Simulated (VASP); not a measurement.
Co, 2 atoms in the cell. It takes space group P6_3/mmc (No. 194, hexagonal). Conventional cell: a = 2.472 Å, b = 2.472 Å, c = 4.034 Å, α = 90.00°, β = 90.00°, γ = 120.00°. Within 3.3 Å of Co (site symmetry -6m2) lie 12 Co at 2.47 Å.  This cell differs from its parent crystal: volume scaled by 0.96, then relaxed in part.

```yaml
Program: VASP 6.6.1
Task: single point
Functional: PBE
Potentials_or_basis: VASP PAW PBE potentials, release 64 (Co)
Cutoff: 520 eV
k_mesh: 21 × 21 × 11
Occupations: fermi-dirac, width 0.05 eV
Spin: collinear spin, ferromagnetic start
Starting_moments: "[2.0, 2.0] μB"
Dipole_correction: no
Further_INCAR_settings: ALGO = Normal; EDIFF = 1e-06; NBANDS = 20
```

Potentials or basis: VASP PAW PBE potentials, release 64 (Co).

The run is started by

```console
$ cat potpaw_PBE.64/Co/POTCAR > POTCAR
$ mpirun -np 1 vasp_std > vasp.out
```

Hardware: 1 thread of Intel(R) Xeon(R) Platinum 8559C (Emerald Rapids) (shared host).

Task: How long does it take, and how much memory?

Result: It took 84 s on 1 thread of Intel(R) Xeon(R) Platinum 8559C (Emerald Rapids), with other jobs on the host, peak memory 0.27 GiB. Counts: scf iterations 12, k points 288.
